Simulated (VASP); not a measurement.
# NaH (Pm-3m) in VASP: further runs

NaH is run at these levels: PBE; tasks: elastic constants.

Everything below comes from runs of VASP 6.6.1. Logs are shortened: lines on timing, memory, paths and dates and some standing lists are left out, and cuts for length are marked.

## 1. The cell of the first run

Symmetry: Pm-3m, No. 221, cubic system. Conventional cell: a = 2.969 Å, b = 2.969 Å, c = 2.969 Å, α = 90.00°, β = 90.00°, γ = 90.00°. Within 3.4 Å of Na (site symmetry m-3m) lie 8 H at 2.57 Å and 6 Na at 2.97 Å. H (site symmetry m-3m) has 8 Na at 2.57 Å and 6 H at 2.97 Å within 3.4 Å.

## 2. Elastic constants, PBE

The input, INCAR:

```
SYSTEM = NaH
  PREC = Accurate
  ENCUT = 600
  EDIFF = 1E-8
  ISMEAR = 0
  SIGMA = 0.01
  LREAL = .False.
  LASPH = .True.
  NELM = 100
  ALGO = Normal
  ISIF = 3
  LWAVE = .False.
  LCHARG = .False.
  GGA = PE
  NBANDS = 11
  IBRION = 6
  NFREE = 2
  POTIM = 0.015
  NSW = 1
```

The input, KPOINTS:

```
Automatic mesh
0
Gamma
  10 10 10
  0 0 0
```

The input, POSCAR:

```
NaH
1.0
    2.9688000000      0.0000000000      0.0000000000
    0.0000000000      2.9688000000      0.0000000000
    0.0000000000      0.0000000000      2.9688000000
Na H
1 1
Direct
    0.0000000000      0.0000000000      0.0000000000
    0.5000000000      0.5000000000      0.5000000000
```

Potentials or basis: VASP PAW PBE potentials, release 64 (Na_pv, H).

Command:

```console
$ cat potpaw_PBE.64/Na_pv/POTCAR potpaw_PBE.64/H/POTCAR > POTCAR
$ mpirun -np 1 vasp_std > vasp.out
```

OUTCAR:

```text
SYSTEM = NaH
   PREC = Accurate
   ENCUT = 600
   EDIFF = 1E-8
   ISMEAR = 0
   LREAL = .False.
   LASPH = .True.
   NELM = 100
   ISIF = 3
   GGA = PE
   IBRION = 6
   NFREE = 2
   POTIM = 0.015
   NSW = 1

 ion  position               nearest neighbor table
   1  0.000  0.000  0.000-
   2  0.500  0.500  0.500-

  LATTYP: Found a simple cubic cell.
 ALAT       =     2.9688000000

  Lattice vectors:

 A1 = (   2.9688000000,   0.0000000000,   0.0000000000)
 A2 = (   0.0000000000,   2.9688000000,   0.0000000000)
 A3 = (   0.0000000000,   0.0000000000,   2.9688000000)

Analysis of symmetry for initial positions (statically):
=====================================================================
 Subroutine PRICEL returns:
 Original cell was already a primitive cell.

 Routine SETGRP: Setting up the symmetry group for a
 simple cubic supercell.

 Subroutine GETGRP returns: Found 48 space group operations
 (whereof 48 operations were pure point group operations)
 out of a pool of 48 trial point group operations.

The static configuration has the point symmetry O_h .

Analysis of symmetry for dynamics (positions and initial velocities):
=====================================================================
 Subroutine PRICEL returns:
 Original cell was already a primitive cell.

 Routine SETGRP: Setting up the symmetry group for a
 simple cubic supercell.

 Subroutine GETGRP returns: Found 48 space group operations
 (whereof 48 operations were pure point group operations)
 out of a pool of 48 trial point group operations.

The dynamic configuration has the point symmetry O_h .

 Subroutine INISYM returns: Found 48 space group operations
 (whereof 48 operations are pure point group operations),
 and found     1 'primitive' translations

----------------------------------------------------------------------------------------

                                     Primitive cell

  volume of cell :      26.1663

  direct lattice vectors                    reciprocal lattice vectors
     2.968800000  0.000000000  0.000000000     0.336836432  0.000000000  0.000000000
     0.000000000  2.968800000  0.000000000     0.000000000  0.336836432  0.000000000
     0.000000000  0.000000000  2.968800000     0.000000000  0.000000000  0.336836432

  length of vectors
     2.968800000  2.968800000  2.968800000     0.336836432  0.336836432  0.336836432

  position of ions in fractional coordinates (direct lattice)
     0.000000000  0.000000000  0.000000000
     0.500000000  0.500000000  0.500000000

  ion indices of the primitive-cell ions
   primitive index   ion index
                 1           1
                 2           2

----------------------------------------------------------------------------------------

 KPOINTS: Automatic mesh

Automatic generation of k-mesh.
 Grid dimensions read from file:
 generate k-points for:   10   10   10

 Generating k-lattice:

  Cartesian coordinates                     Fractional coordinates (reciprocal lattice)
     0.033683643  0.000000000  0.000000000     0.100000000  0.000000000  0.000000000
     0.000000000  0.033683643  0.000000000     0.000000000  0.100000000  0.000000000
     0.000000000  0.000000000  0.033683643     0.000000000  0.000000000  0.100000000

  Length of vectors
     0.033683643  0.033683643  0.033683643

  Shift w.r.t. Gamma in fractional coordinates (k-lattice)
     0.000000000  0.000000000  0.000000000

 Subroutine IBZKPT returns following result:
 ===========================================

 Found     56 irreducible k-points:

 Following reciprocal coordinates:
            Coordinates               Weight
  0.000000  0.000000  0.000000      1.000000
  0.100000  0.000000  0.000000      6.000000
  0.200000  0.000000  0.000000      6.000000
  0.300000  0.000000  0.000000      6.000000
  0.400000  0.000000  0.000000      6.000000
  0.500000  0.000000  0.000000      3.000000
[... 16 lines left out ...]
  0.200000  0.100000  0.100000     24.000000
[... 34 lines left out ...]
   EFERMI =   0.00;   METHOD = LEGACY
   ISMEAR =     0;   SIGMA  =   0.01  broadening in eV -4-tet -1-fermi 0-gaus
   EFERMI_NEDOS =   21; number of points for ismear=-14 and -15
   IALGO  =     38    algorithm
   IMIX   =      4    mixing-type and parameters
     AMIX     =   0.40;   BMIX     =  1.00
     AMIX_MAG =   1.60;   BMIX_MAG =  1.00
  volume/ion in A,a.u.               =      13.08        88.29
  Fermi-wavevector in a.u.,A,eV,Ry     =   1.102869  2.084120 16.549035  1.216320
  Thomas-Fermi vector in A             =   2.239318
   LORBIT       =      0    0 simple, 1 ext, 2 COOP (PROOUT), +10 PAW based schemes
   GGA     = PE    functional components
   LHFCALC =     F    Hartree Fock is set to
   AEXX    =    0.0000 exact exchange contribution
   IVDW    =     0    specifies the selected vdW correction
   LEPSILON=     F    determine dielectric tensor
   LRPA    =     F    only Hartree local field effects (RPA)
 finite differences with symmetry
 non-spin polarized calculation
 Gauss-broadening in eV      SIGMA  =   0.01
  energy-cutoff  :      600.00
  volume of cell :       26.17
 maximum number of plane-waves:       912
 NGX is ok and might be reduce to    24
   NGX = 11   NGY = 11   NGZ = 11

--------------------------------------- Ionic step        1  -------------------------------------------

 number of electron       8.0000000 magnetization

 Free energy of the ion-electron system (eV)
  ---------------------------------------------------
  ext. energy  EPLUGINS =         0.00000000
  ---------------------------------------------------
  free energy    TOTEN  =        -4.77293643 eV

  energy without entropy =       -4.77293643  energy(sigma->0) =       -4.77293643

------------------------ aborting loop because EDIFF is reached ----------------------------------------

  FORCE on cell =-STRESS in cart. coord.  units (eV):
  Direction    XX          YY          ZZ          XY          YZ          ZX
  --------------------------------------------------------------------------------------
  -------------------------------------------------------------------------------------
  Total       -0.0181053     -0.0181053     -0.0181053      0.0000000      0.0000000     -0.0000000
  in kB       -1.1085937     -1.1085937     -1.1085937      0.0000000      0.0000000     -0.0000000
  external PRESSURE =      -1.1085937 kB  Pullay stress =       0.0000000 kB
[... 89 lines left out ...]
  FREE ENERGIE OF THE ION-ELECTRON SYSTEM (eV)
  ---------------------------------------------------
  free  energy   TOTEN  =        -4.7713754428 eV

  energy  without entropy=       -4.7713754428  energy(sigma->0) =       -4.77137544

[... ionic steps 4 to 14 ...]

--------------------------------------- Ionic step       15  -------------------------------------------

 number of electron       8.0000000 magnetization

------------------------ aborting loop because EDIFF is reached ----------------------------------------
[... 67 lines left out ...]
--------------------------------------- Ionic step       17  -------------------------------------------

 number of electron       8.0000000 magnetization

 Free energy of the ion-electron system (eV)
  ---------------------------------------------------
  ext. energy  EPLUGINS =         0.00000000
  ---------------------------------------------------
  free energy    TOTEN  =        -4.77289379 eV

  energy without entropy =       -4.77289379  energy(sigma->0) =       -4.77289379

 E-fermi :   1.4356     XC(G=0):  -8.1110

 val. band max:        1.2259051172   @ k =   0.5000   0.5000   0.5000
 cond. band min:       2.2595613925   @ k =   0.5000   0.0000   0.0000
 fundamental gap:      1.0336562753
 Fermi energy:         1.4355892045

 k-point     1 :       0.0000    0.0000    0.0000
  band No.  band energies     occupation
      1     -23.3241      2.00000
      2     -23.3240      2.00000
      3     -23.3240      2.00000
      4      -4.6242      2.00000
      5       9.7655      0.00000
      6      12.1375      0.00000
      7      12.1381      0.00000
      8      13.6295      0.00000
      9      13.6295      0.00000
     10      13.6318      0.00000
     11      26.7101      0.00000
[... 309 lines left out ...]
 k-point    24 :       0.3000    0.1000    0.1000
  band No.  band energies     occupation
      1     -23.4313      2.00000
      2     -23.3294      2.00000
      3     -23.3272      2.00000
      4      -3.0499      2.00000
      5       4.9037      0.00000
      6      10.0824      0.00000
      7      11.4269      0.00000
      8      16.3020      0.00000
      9      16.5208      0.00000
     10      19.1997      0.00000
     11      19.7093      0.00000

 [... further k-points ...]
[... 5 lines left out ...]
  --------------------------------------------------------------------------------------
  -------------------------------------------------------------------------------------
  Total       -0.0176058     -0.0177407     -0.0177407     -0.0000000      0.0000000      0.0000000
  in kB       -1.0780095     -1.0862699     -1.0862699     -0.0000000      0.0000000      0.0000000
  external PRESSURE =      -1.0835164 kB  Pullay stress =       0.0000000 kB
[... 17 lines left out ...]
  FREE ENERGIE OF THE ION-ELECTRON SYSTEM (eV)
  ---------------------------------------------------
  free  energy   TOTEN  =        -4.7728937946 eV

  energy  without entropy=       -4.7728937946  energy(sigma->0) =       -4.77289379

 INTERNAL STRAIN TENSORS FROM STRAINED CELLS
 ============================================

 INTERNAL STRAIN TENSOR FOR ION    1 for displacements in x,y,z  (eV/Angst):
          X           Y           Z          XY          YZ          ZX
  --------------------------------------------------------------------------------
  x     0.00000     0.00000     0.00000     0.00000     0.00000    -0.00000
  y     0.00000     0.00000     0.00000     0.00000     0.00000     0.00000
  z     0.00000     0.00000     0.00000     0.00000     0.00000     0.00000

 INTERNAL STRAIN TENSORS FROM DISPLACED ATOMS
 ============================================

 INTERNAL STRAIN TENSOR FOR ION    1 for displacements in x,y,z  (eV/Angst):
          X           Y           Z          XY          YZ          ZX
  --------------------------------------------------------------------------------
  x     0.00000     0.00000     0.00000     0.00000     0.00000     0.00000
  y     0.00000     0.00000     0.00000     0.00000     0.00000     0.00000
  z     0.00000     0.00000     0.00000     0.00000     0.00000     0.00000

 INTERNAL STRAIN TENSOR FOR ION    2 for displacements in x,y,z  (eV/Angst):
          X           Y           Z          XY          YZ          ZX
  --------------------------------------------------------------------------------
  x     0.00000     0.00000     0.00000     0.00000     0.00000     0.00000
  y     0.00000     0.00000     0.00000     0.00000     0.00000     0.00000
  z     0.00000     0.00000     0.00000     0.00000     0.00000     0.00000

 Eigenvectors and eigenvalues of the dynamical matrix
 ----------------------------------------------------

   1 f  =    9.835885 THz    61.800687 2PiTHz  328.089804 cm-1    40.677933 meV
             X         Y         Z           dx          dy          dz
      0.000000  0.000000  0.000000     0.143261   -0.143261    0.000000
      1.484400  1.484400  1.484400    -0.692442    0.692442   -0.000000
[... 21 lines left out ...]
   6 f/i=    0.015725 THz     0.098803 2PiTHz    0.524531 cm-1     0.065034 meV
             X         Y         Z           dx          dy          dz
      0.000000  0.000000  0.000000     0.002220    0.052184    0.977867
      1.484400  1.484400  1.484400     0.000459    0.010796    0.202313

--------------------------------------------------------------------------------------------------------

 ELASTIC MODULI CONTR FROM IONIC RELAXATION (kBar)
 Direction    XX          YY          ZZ          XY          YZ          ZX
 --------------------------------------------------------------------------------
 XX           0.0000      0.0000      0.0000      0.0000      0.0000      0.0000
 YY           0.0000      0.0000      0.0000      0.0000      0.0000      0.0000
 ZZ           0.0000      0.0000      0.0000      0.0000      0.0000      0.0000
 XY           0.0000      0.0000      0.0000      0.0000      0.0000      0.0000
 YZ           0.0000      0.0000      0.0000      0.0000      0.0000      0.0000
 ZX           0.0000      0.0000      0.0000      0.0000      0.0000      0.0000
 --------------------------------------------------------------------------------

 TOTAL ELASTIC MODULI (kBar)
 Direction    XX          YY          ZZ          XY          YZ          ZX
 --------------------------------------------------------------------------------
 XX         976.6065   -136.2161   -136.2161      0.0000      0.0000      0.0000
 YY        -136.2161    976.6065   -136.2161     -0.0000     -0.0000     -0.0000
 ZZ        -136.2161   -136.2161    976.6065      0.0000     -0.0000      0.0000
 XY           0.0000     -0.0000      0.0000    -57.0638      0.0000      0.0000
 YZ           0.0000     -0.0000     -0.0000      0.0000    -57.0638      0.0000
 ZX           0.0000     -0.0000      0.0000      0.0000      0.0000    -57.0638
 --------------------------------------------------------------------------------
```

Run time: 2.1 min. Hardware: 1 thread of Intel Xeon 6975P-C (Granite Rapids), shared host; peak memory 0.29 GiB.

Results:

| Quantity | Value |
| --- | --- |
| Elastic constants C11, C12, C44 | 98, -14, -6 GPa |
| Voigt bulk modulus | 23 GPa |
| Highest phonon frequency at Γ | 328 cm⁻¹ |

Phonon frequencies in cm⁻¹ (negative: imaginary):
| q point | frequencies |
| --- | --- |
| (0.000, 0.000, 0.000) | -1 -1 -1 328 328 328 |

Elastic tensor in Voigt notation (GPa, in the Cartesian axes of the cell as first typed):
```
 98 -14 -14   0   0   0
-14  98 -14   0   0   0
-14 -14  98   0   0   0
  0   0   0  -6   0   0
  0   0   0   0  -6   0
  0   0   0   0   0  -6
```

Clamped-ion elastic tensor (GPa):
```
 98 -14 -14   0   0   0
-14  98 -14   0   0   0
-14 -14  98   0   0   0
  0   0   0  -6   0   0
  0   0   0   0  -6   0
  0   0   0   0   0  -6
```

Caveat: the elastic tensor has a negative eigenvalue, so either the cell is unstable as it stands or the mesh is too thin.

[end of part 1 of 2]
